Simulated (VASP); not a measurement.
# Ba in VASP: further runs

Ba is run at these levels: PBE; tasks: single point.

Program: VASP 6.6.1. These are calculated values, not measurements. Logs are shortened: lines on timing, memory, paths and dates and some standing lists are left out, and cuts for length are marked.

## (1) The cell of the first run

The cell holds a slab with vacuum, 3 atoms: a = 4.352 Å, b = 7.106 Å, c = 24.103 Å, α = 90.00°, β = 90.00°, γ = 90.00°.

## (2) Single point, PBE

Contents of INCAR:

```
  ALGO = Normal
  DIPOL = 0.5 0.5 0.500
  EDIFF = 1E-6
  ENCUT = 520
  GGA = PE
  IDIPOL = 3
  ISIF = 2
  ISMEAR = -1
  LASPH = T
  LCHARG = F
  LDIPOL = T
  LREAL = F
  LWAVE = F
  NBANDS = 22
  NELM = 100
  PREC = Accurate
  SIGMA = 0.05
```

Contents of KPOINTS:

```
k-points
0
Gamma
  9 5 1
```

Contents of POSCAR:

```
Ba
1.0
    4.3517731883      0.0000000000      0.0000000000
    0.0000000000      7.1064158584      0.0000000000
    0.0000000000      0.0000000000     24.1029000000
Ba
3
Direct
    0.8333333330      0.0000000000      0.4148880193
    0.5000000000      0.5000000000      0.5000000000
    0.1666666670      0.0000000000      0.5851119807
```

Potentials or basis: VASP PAW PBE potentials, release 64 (Ba_sv).

The run is started by

```sh
$ cat potpaw_PBE.64/Ba_sv/POTCAR > POTCAR
$ mpirun -np 1 vasp_std > vasp.out
```

OUTCAR:

```text
EDIFF = 1E-6
   ENCUT = 520
   GGA = PE
   ISIF = 2
   ISMEAR = -1
   LASPH = T
   LREAL = F
   NELM = 100
   PREC = Accurate

 ion  position               nearest neighbor table
   1  0.833  0.000  0.415-   2 4.35   2 4.35   3 4.35
   2  0.500  0.500  0.500-   1 4.35   3 4.35   1 4.35   3 4.35
   3  0.167  0.000  0.585-   2 4.35   2 4.35   1 4.35

  LATTYP: Found a simple orthorhombic cell.
 ALAT       =     4.3517731883
 B/A-ratio  =     1.6329931618
 C/A-ratio  =     5.5386388392

  Lattice vectors:

 A1 = (   4.3517731883,   0.0000000000,   0.0000000000)
 A2 = (   0.0000000000,   7.1064158584,   0.0000000000)
 A3 = (   0.0000000000,   0.0000000000,  24.1029000000)

Analysis of symmetry for initial positions (statically):
=====================================================================
 Subroutine PRICEL returns:
 Original cell was already a primitive cell.

 Routine SETGRP: Setting up the symmetry group for a
 simple orthorhombic supercell.

 Subroutine GETGRP returns: Found  4 space group operations
 (whereof  4 operations were pure point group operations)
 out of a pool of  8 trial point group operations.

The static configuration has the point symmetry C_2h.

Analysis of symmetry for dynamics (positions and initial velocities):
=====================================================================
 Subroutine PRICEL returns:
 Original cell was already a primitive cell.

 Routine SETGRP: Setting up the symmetry group for a
 simple orthorhombic supercell.

 Subroutine GETGRP returns: Found  4 space group operations
 (whereof  4 operations were pure point group operations)
 out of a pool of  8 trial point group operations.

The dynamic configuration has the point symmetry C_2h.

 Subroutine INISYM returns: Found  4 space group operations
 (whereof  4 operations are pure point group operations),
 and found     1 'primitive' translations

----------------------------------------------------------------------------------------

                                     Primitive cell

  volume of cell :     745.3945

  direct lattice vectors                    reciprocal lattice vectors
     4.351773188  0.000000000  0.000000000     0.229791388  0.000000000  0.000000000
     0.000000000  7.106415858  0.000000000     0.000000000  0.140717912  0.000000000
     0.000000000  0.000000000 24.102900000     0.000000000  0.000000000  0.041488784

  length of vectors
     4.351773188  7.106415858 24.102900000     0.229791388  0.140717912  0.041488784

  position of ions in fractional coordinates (direct lattice)
     0.833333333  0.000000000  0.414888019
     0.500000000  0.500000000  0.500000000
     0.166666667  0.000000000  0.585111981

  ion indices of the primitive-cell ions
   primitive index   ion index
                 1           1
                 2           2
                 3           3

----------------------------------------------------------------------------------------

 KPOINTS: k-points

Automatic generation of k-mesh.
 Grid dimensions read from file:
 generate k-points for:    9    5    1

 Generating k-lattice:

  Cartesian coordinates                     Fractional coordinates (reciprocal lattice)
     0.025532376  0.000000000  0.000000000     0.111111111  0.000000000  0.000000000
     0.000000000  0.028143582  0.000000000     0.000000000  0.200000000  0.000000000
     0.000000000  0.000000000  0.041488784     0.000000000  0.000000000  1.000000000

  Length of vectors
     0.025532376  0.028143582  0.041488784

  Shift w.r.t. Gamma in fractional coordinates (k-lattice)
     0.000000000  0.000000000  0.000000000

 Subroutine IBZKPT returns following result:
 ===========================================

 Found     15 irreducible k-points:

 Following reciprocal coordinates:
            Coordinates               Weight
  0.000000  0.000000  0.000000      1.000000
  0.111111  0.000000  0.000000      2.000000
  0.222222  0.000000  0.000000      2.000000
  0.333333  0.000000  0.000000      2.000000
  0.444444  0.000000  0.000000      2.000000
  0.000000  0.200000  0.000000      2.000000
  0.111111  0.200000  0.000000      4.000000
  0.222222  0.200000  0.000000      4.000000
  0.333333  0.200000  0.000000      4.000000
  0.444444  0.200000  0.000000      4.000000
  0.000000  0.400000  0.000000      2.000000
  0.111111  0.400000  0.000000      4.000000
  0.222222  0.400000  0.000000      4.000000
  0.333333  0.400000  0.000000      4.000000
  0.444444  0.400000  0.000000      4.000000
   k-points           NKPTS =     15   k-points in BZ     NKDIM =     15   number of bands    NBANDS=     22
   number of dos      NEDOS =    301   number of ions     NIONS =      3
   total plane-waves  NPLWV = 311040
   dimension x,y,z NGX =    32 NGY =   54 NGZ =  180
   dimension x,y,z NGXF=    64 NGYF=  108 NGZF=  360
   ions per type =               3
   NGX,Y,Z   is equivalent  to a cutoff of  12.22, 12.63, 12.42 a.u.
   NGXF,Y,Z  is equivalent  to a cutoff of  24.45, 25.27, 24.83 a.u.
 SYSTEM =  unknown system
   PREC   = accura    normal or accurate (medium, high low for compatibility)
   ISTART =      0    job   : 0-new  1-cont  2-samecut
   ICHARG =      2    charge: 1-file 2-atom 10-const
   ISPIN  =      1    spin polarized calculation?
   LNONCOLLINEAR =      F non collinear calculations
   LSORBIT =      F    spin-orbit coupling
   LASPH  =      T    aspherical Exc in radial PAW
   ENCUT  =  520.0 eV  38.22 Ry    6.18 a.u.   8.09 13.21 44.82*2*pi/ulx,y,z
   NELM   =    100;   NELMIN=  2; NELMDL= -5     # of ELM steps
   EDIFF  = 0.1E-05   stopping-criterion for ELM
   LREAL  =      F    real-space projection
   EDIFFG = 0.1E-04   stopping-criterion for IOM
   NSW    =      0    number of steps for IOM
   IBRION =     -1    ionic relax: 0-MD 1-quasi-New 2-CG
   NFREE  =      0    steps in history (QN), initial steepest desc. (CG)
   ISIF   =      2    stress and relaxation
   ISYM   =      2    0-nonsym 1-usesym 2-fastsym
   POTIM  = 0.5000    time-step for ionic-motion
   TEBEG  =    0.0;   TEEND  =   0.0 temperature during run
   PSTRESS=    0.0 pullay stress
   NELECT =      30.0000    total number of electrons
   NUPDOWN=      -1.0000    fix difference up-down
   EMIN   =  10.00;   EMAX   =-10.00  energy-range for DOS
   EFERMI =   0.00;   METHOD = LEGACY
   ISMEAR =    -1;   SIGMA  =   0.05  broadening in eV -4-tet -1-fermi 0-gaus
   EFERMI_NEDOS =   21; number of points for ismear=-14 and -15
   IALGO  =     38    algorithm
   IMIX   =      4    mixing-type and parameters
     AMIX     =   0.40;   BMIX     =  1.00
     AMIX_MAG =   1.60;   BMIX_MAG =  1.00
  volume/ion in A,a.u.               =     248.46      1676.72
  Fermi-wavevector in a.u.,A,eV,Ry     =   0.561031  1.060194  4.282506  0.314755
  Thomas-Fermi vector in A             =   1.597155
   LORBIT       =      0    0 simple, 1 ext, 2 COOP (PROOUT), +10 PAW based schemes
   GGA     = PE    functional components
   LHFCALC =     F    Hartree Fock is set to
   AEXX    =    0.0000 exact exchange contribution
   IVDW    =     0    specifies the selected vdW correction
   LEPSILON=     F    determine dielectric tensor
   LRPA    =     F    only Hartree local field effects (RPA)
 non-spin polarized calculation
  energy-cutoff  :      520.00
  volume of cell :      745.39
 maximum number of plane-waves:     20134
   NGX = 17   NGY = 27   NGZ = 89

 dipolmoment           0.000000      0.000000      0.000000 electrons x Angstroem

 number of electron      30.0000000 magnetization

 dipolmoment           0.000000      0.000000     -0.000000 electrons x Angstroem

 Free energy of the ion-electron system (eV)
  ---------------------------------------------------
  ext. energy  EPLUGINS =         0.00000000
  ---------------------------------------------------
  free energy    TOTEN  =        -4.25605661 eV

  energy without entropy =       -4.19165042  energy(sigma->0) =       -4.22385352

 E-fermi :  -1.2206     XC(G=0):  -2.6641

 val. band max:       -1.2258092639   @ k =   0.2222   0.0000   0.0000
 cond. band min:      -1.1728887273   @ k =   0.3333   0.4000   0.0000
 fundamental gap:      0.0529205367
 Fermi energy:        -1.2206373069

 k-point     1 :       0.0000    0.0000    0.0000
  band No.  band energies     occupation
      1     -30.7199      2.00000
      2     -30.7097      2.00000
      3     -30.3571      2.00000
      4     -15.9832      2.00000
      5     -15.9433      2.00000
      6     -15.8750      2.00000
[... 14 lines left out ...]
     21      -0.2838      0.00000
     22      -0.0789      0.00000

 k-point     2 :       0.1111    0.0000    0.0000
  band No.  band energies     occupation
      1     -30.7176      2.00000
      2     -30.7077      2.00000
      3     -30.3550      2.00000
      4     -15.9782      2.00000
      5     -15.9362      2.00000
      6     -15.8720      2.00000
[... 14 lines left out ...]
     21      -0.2518      0.00000
     22       0.0295      0.00000

 k-point     3 :       0.2222    0.0000    0.0000
  band No.  band energies     occupation
      1     -30.7118      2.00000
      2     -30.7029      2.00000
      3     -30.3498      2.00000
      4     -15.9661      2.00000
      5     -15.9174      2.00000
      6     -15.8649      2.00000
[... 14 lines left out ...]
     21      -0.1039      0.00000
     22       0.0733      0.00000
[... 251 lines left out ...]
 k-point    14 :       0.3333    0.4000    0.0000
  band No.  band energies     occupation
      1     -30.7051      2.00000
      2     -30.6972      2.00000
      3     -30.3442      2.00000
      4     -15.9641      2.00000
      5     -15.9311      2.00000
      6     -15.8994      2.00000
[... 14 lines left out ...]
     21      -0.2734      0.00000
     22       0.0745      0.00000

 k-point    15 :       0.4444    0.4000    0.0000
  band No.  band energies     occupation
      1     -30.7008      2.00000
      2     -30.6936      2.00000
      3     -30.3403      2.00000
      4     -15.9929      2.00000
      5     -15.9793      2.00000
      6     -15.9140      2.00000
[... 14 lines left out ...]
     21      -0.0432      0.00000
     22       0.2087      0.00000

------------------------ aborting loop because EDIFF is reached ----------------------------------------

 vacuum level on the upper side and lower side of the slab       (xc-potential included)        -0.192        -0.192

  FORCE on cell =-STRESS in cart. coord.  units (eV):
  Direction    XX          YY          ZZ          XY          YZ          ZX
  --------------------------------------------------------------------------------------
  -------------------------------------------------------------------------------------
  Total        0.0807925     -0.6907208     -0.6386270      0.0000000      0.0000000     -0.3594692
  in kB        0.1736584     -1.4846599     -1.3726875      0.0000000      0.0000000     -0.7726559
  external PRESSURE =      -0.8945630 kB  Pullay stress =       0.0000000 kB

 VOLUME and BASIS-vectors are now :
 -----------------------------------------------------------------------------
  energy-cutoff  :      520.00
  volume of cell :      745.39
      direct lattice vectors                 reciprocal lattice vectors
     4.351773188  0.000000000  0.000000000     0.229791388  0.000000000  0.000000000
     0.000000000  7.106415858  0.000000000     0.000000000  0.140717912  0.000000000
     0.000000000  0.000000000 24.102900000     0.000000000  0.000000000  0.041488784

 POSITION                                       TOTAL-FORCE (eV/Angst)
 -----------------------------------------------------------------------------------
      3.62648      0.00000     10.00000         0.087566      0.000000      0.155260
      2.17589      3.55321     12.05145         0.000000      0.000000      0.000000
      0.72530      0.00000     14.10290        -0.087566      0.000000     -0.155260
 -----------------------------------------------------------------------------------
    total drift:                               -0.000000      0.000000     -0.000000

  FREE ENERGIE OF THE ION-ELECTRON SYSTEM (eV)
  ---------------------------------------------------
  free  energy   TOTEN  =        -4.2560566075 eV

  energy  without entropy=       -4.1916504235  energy(sigma->0) =       -4.22385352

 vacuum level on the upper side and lower side of the slab         0.974         0.974
```

Wall time 3.7 min (1 thread of Intel Xeon 6975P-C (Granite Rapids), shared host); peak memory 0.71 GiB.

Results:

| Item | Value |
| --- | --- |
| Free energy | -4.2561 eV |
| Largest force | 0.178 eV/Å |
| Band gap on the k mesh | zero (bands 15 and 16 overlap by 0.14 eV) |

Forces on the atoms (eV/Å):
```
Ba   0.088  0.000  0.155
Ba   0.000  0.000  0.000
Ba  -0.088  0.000 -0.155
```

Levels at points of the mesh, in eV from the Fermi level:
| k point | band 11 | band 12 | band 13 | band 14 | band 15 | band 16 | band 17 | band 18 | band 19 | band 20 |
| --- | --- | --- | --- | --- | --- | --- | --- | --- | --- | --- |
| (0.00, 0.00, 0.00) | -14.22 | -14.11 | -2.29 | -1.08 | -0.44 | 0.18 | 0.41 | 0.54 | 0.77 | 0.92 |

Caveat: spin-orbit coupling is left out, which moves the levels of the heavy elements.

## (3) Single point, PBE

Contents of INCAR:

```
ALGO = Normal
DIPOL = 0.5 0.5 0.500
EDIFF = 1E-7
ENCUT = 520
GGA = PE
IDIPOL = 3
ISIF = 2
ISMEAR = -1
LASPH = T
LCHARG = T
LDIPOL = T
LELF = T
LREAL = F
LVACPOTAV = T
LVHAR = T
LWAVE = F
NBANDS = 22
NELM = 80
PREC = Accurate
SIGMA = 0.05
```

KPOINTS is that of step 2.

Contents of POSCAR:

```
Ba
1.0
    4.3517731883      0.0000000000      0.0000000000
    0.0000000000      7.1064158584      0.0000000000
    0.0000000000      0.0000000000     24.1029000000
Ba
3
Direct
    0.9215582180      0.0000000000      0.4163635590
    0.5000012834      0.5000000000      0.4999999778
    0.0784404986      0.0000000000      0.5836364632
```

Potentials or basis: VASP PAW PBE potentials, release 64 (Ba_sv).

The run is started by

```sh
$ cat potpaw_PBE.64/Ba_sv/POTCAR > POTCAR
$ mpirun -np 1 vasp_std > vasp.out
```

OUTCAR:

```text
EDIFF = 1E-7
   ENCUT = 520
   GGA = PE
   ISIF = 2
   ISMEAR = -1
   LASPH = T
   LREAL = F
   NELM = 80
   PREC = Accurate

 ion  position               nearest neighbor table
   1  0.922  0.000  0.416-   3 4.09   2 4.48   2 4.48
   2  0.500  0.500  0.500-   1 4.48   1 4.48   3 4.48   3 4.48
   3  0.078  0.000  0.584-   1 4.09   2 4.48   2 4.48

  LATTYP: Found a simple orthorhombic cell.
 ALAT       =     4.3517731883
 B/A-ratio  =     1.6329931618
 C/A-ratio  =     5.5386388392

  Lattice vectors:

 A1 = (   4.3517731883,   0.0000000000,   0.0000000000)
 A2 = (   0.0000000000,   7.1064158584,   0.0000000000)
 A3 = (   0.0000000000,   0.0000000000,  24.1029000000)

Analysis of symmetry for initial positions (statically):
=====================================================================
 Subroutine PRICEL returns:
 Original cell was already a primitive cell.

 Routine SETGRP: Setting up the symmetry group for a
 simple orthorhombic supercell.

 Subroutine GETGRP returns: Found  4 space group operations
 (whereof  4 operations were pure point group operations)
[... 160 lines left out ...]

 val. band max:       -1.2711181596   @ k =   0.4444   0.2000   0.0000
 cond. band min:      -1.2493188146   @ k =   0.3333   0.0000   0.0000
 fundamental gap:      0.0217993450
 Fermi energy:        -1.2623973852

 k-point     1 :       0.0000    0.0000    0.0000
  band No.  band energies     occupation
      1     -30.7445      2.00000
      2     -30.7255      2.00000
      3     -30.3456      2.00000
      4     -16.0689      2.00000
      5     -15.9499      2.00000
      6     -15.8833      2.00000
[... 364 lines left out ...]
     21      -0.0705      0.00000
     22       0.2613      0.00000

------------------------ aborting loop because EDIFF is reached ----------------------------------------

 vacuum level on the upper side and lower side of the slab       (xc-potential included)        -0.145        -0.145

  FORCE on cell =-STRESS in cart. coord.  units (eV):
  Direction    XX          YY          ZZ          XY          YZ          ZX
  --------------------------------------------------------------------------------------
  -------------------------------------------------------------------------------------
  Total        0.3206445     -1.2127549      0.0397957      0.0000000      0.0000000      0.0016454
  in kB        0.6892046     -2.6067384      0.0855384      0.0000000      0.0000000      0.0035368
  external PRESSURE =      -0.6106651 kB  Pullay stress =       0.0000000 kB

 VOLUME and BASIS-vectors are now :
 -----------------------------------------------------------------------------
  energy-cutoff  :      520.00
  volume of cell :      745.39
      direct lattice vectors                 reciprocal lattice vectors
     4.351773188  0.000000000  0.000000000     0.229791388  0.000000000  0.000000000
     0.000000000  7.106415858  0.000000000     0.000000000  0.140717912  0.000000000
     0.000000000  0.000000000 24.102900000     0.000000000  0.000000000  0.041488784

 POSITION                                       TOTAL-FORCE (eV/Angst)
 -----------------------------------------------------------------------------------
      4.01041      0.00000     10.03557        -0.000372      0.000000     -0.010508
      2.17589      3.55321     12.05145         0.000000      0.000000      0.000000
      0.34136      0.00000     14.06733         0.000372     -0.000000      0.010508
 -----------------------------------------------------------------------------------
    total drift:                                0.000082      0.000000      0.000018

  FREE ENERGIE OF THE ION-ELECTRON SYSTEM (eV)
  ---------------------------------------------------
  free  energy   TOTEN  =        -4.2890163398 eV

  energy  without entropy=       -4.2308724552  energy(sigma->0) =       -4.25994440

 vacuum level on the upper side and lower side of the slab         1.139         1.139
```

Run time: 4.2 min. Hardware: 1 thread of Intel Xeon 6975P-C (Granite Rapids), shared host; peak memory 0.7 GiB.

Results:

```
Free energy                     : -4.2890 eV
Largest force                   : 0.011 eV/Å
Band gap on the k mesh          : zero (bands 15 and 16 overlap by 0.23 eV)
Work function of the upper face : 2.40 eV
Work function of the lower face : 2.40 eV
```

Forces in eV/Å, atoms in the order of the input:
```
Ba   0.000  0.000 -0.011
Ba   0.000  0.000  0.000
Ba   0.000  0.000  0.011
```

Levels at points of the mesh, in eV from the Fermi level:
```
           k point  band 12  band 13  band 14  band 15  band 16  band 17  band 18  band 19
(0.00, 0.00, 0.00)   -14.06    -2.29    -1.04    -0.51     0.20     0.46     0.51     0.62
```

Caveat: spin-orbit coupling is left out, which moves the levels of the heavy elements.

## (4) Single point, PBE

Contents of INCAR:

```
SYSTEM = Ba
PREC = Accurate
ENCUT = 520
EDIFF = 1E-6
ISMEAR = -1
SIGMA = 0.05
LREAL = .False.
LASPH = .True.
NELM = 100
ALGO = Normal
ISIF = 2
LWAVE = .False.
LCHARG = .False.
LDIPOL = .True.
IDIPOL = 3
DIPOL = 0.5 0.5 0.500
GGA = PE
NBANDS = 22
```

Contents of KPOINTS:

```
Automatic mesh
0
Gamma
  9 5 1
  0 0 0
```

POSCAR is that of step 3.

The run is started by

```sh
$ cat potpaw_PBE.64/Ba_sv/POTCAR > POTCAR
$ mpirun -np 1 vasp_std > vasp.out
```

Run time: 3.4 min. Hardware: 1 thread of Intel Xeon 6975P-C (Granite Rapids), shared host; peak memory 0.71 GiB.

It converged, with:

```
Free energy            : -4.2890 eV
Largest force          : 0.010 eV/Å
Band gap on the k mesh : zero (bands 15 and 16 overlap by 0.23 eV)
```

Forces on the atoms (eV/Å):
```
Ba   0.000  0.000 -0.010
Ba   0.000  0.000  0.000
Ba   0.000  0.000  0.010
```

Levels at points of the mesh, in eV from the Fermi level:
```
           k point  band 12  band 13  band 14  band 15  band 16  band 17  band 18  band 19
(0.00, 0.00, 0.00)   -14.06    -2.29    -1.04    -0.51     0.20     0.46     0.51     0.62
```

Caveat: spin-orbit coupling is left out, which moves the levels of the heavy elements.

The gap in the log of VASP goes by the Fermi energy; the results here count the filled bands.